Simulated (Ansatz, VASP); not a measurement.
# W in VASP and in Ansatz

```xyz
9
Lattice="2.7821 0.0000 0.0000 -1.3910 2.4093 0.0000 0.0000 0.0000 22.1599" Properties=species:S:1:pos:R:3 pbc="T T T"
W     0.0000    0.0000    0.0000
W     0.0000    1.6062    2.4434
W     1.3910    0.8031    4.9009
W     0.0000    1.6062    7.3745
W     1.3910    0.8031    9.8462
W     0.0000    1.6062   12.3137
W     1.3910    0.8031   14.7854
W     0.0000    1.6062   17.2590
W     1.3910    0.8031   19.7165
```

Alike in both runs: functional PBE; k mesh 18 × 18 × 2; occupations gaussian, width 0.1 eV; no spin polarisation.

Ansatz relaxed the structure, and its values are those at the end. VASP's run is a single point on that final structure, the one shown.

|  | VASP | Ansatz |
| --- | --- | --- |
| version | VASP 6.6.1 | Ansatz 0.2.0 |
| potentials or method | VASP PAW PBE potentials, release 64 (W_sv), cutoff 520 eV | scalar-relativistic, plane waves, PAW |
| valence electrons in the cell | 126 | 126 |

|  | VASP | Ansatz | Ansatz less VASP |
| --- | --- | --- | --- |
| gap on the k mesh at the Fermi level (eV) | none | none | - |
| pressure (GPa) | 0.5 | 0.0 | -0.49 |

A gap of «none» marks a metal or a gap that the smearing closes. With one functional, cell and mesh, what is left measures potentials, basis and numerics.

Spin-orbit coupling is off throughout.
